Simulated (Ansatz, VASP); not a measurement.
**One calculation of Ni, two programs**

```
Ni
1.0
     4.39674    0.00000    0.00000
     0.00000    4.39674    0.00000
     0.00000    0.00000    4.39674
Ni
8
Direct
  0.50000 0.50000 0.50000
  0.00000 0.00000 0.00000
  0.25000 0.00000 0.50000
  0.50000 0.25000 0.00000
  0.50000 0.75000 0.00000
  0.75000 0.00000 0.50000
  0.00000 0.50000 0.75000
  0.00000 0.50000 0.25000
```

Alike in both runs: functional PBEsol; k mesh 8 × 8 × 8; occupations gaussian, width 0.1 eV; collinear spin.

Ansatz relaxed the structure, and its values are those at the end. VASP's run is a single point on that final structure, the one shown.

```csv
,VASP,Ansatz
version,VASP 6.6.1,Ansatz 0.2.0
potentials or method,"VASP PAW PBE potentials, release 64 (Ni), cutoff 520 eV","scalar-relativistic, plane waves, PAW"
valence electrons in the cell,80,144
```

|  | VASP | Ansatz | Ansatz less VASP |
| --- | --- | --- | --- |
| gap on the k mesh at the Fermi level (eV) | none | none | - |
| pressure (GPa) | -0.1 | 0.0 | +0.10 |
| net moment per atom (μB) | 0.57 | 0.58 | +0.011 |
| size of the moment on the site where the two differ most (μB) | 0.58 | 0.62 | +0.040 |

VASP's potentials were made for PBE, not for PBEsol. Site moments also hang on the region over which each program counts them. A gap of «none» marks a metal or a gap that the smearing closes. The functional is the same, so the differences come from potentials, cutoffs and numerics. VASP's potentials hold 80 valence electrons a cell and Ansatz's 144, so a difference there can come from the potentials and not from the codes.
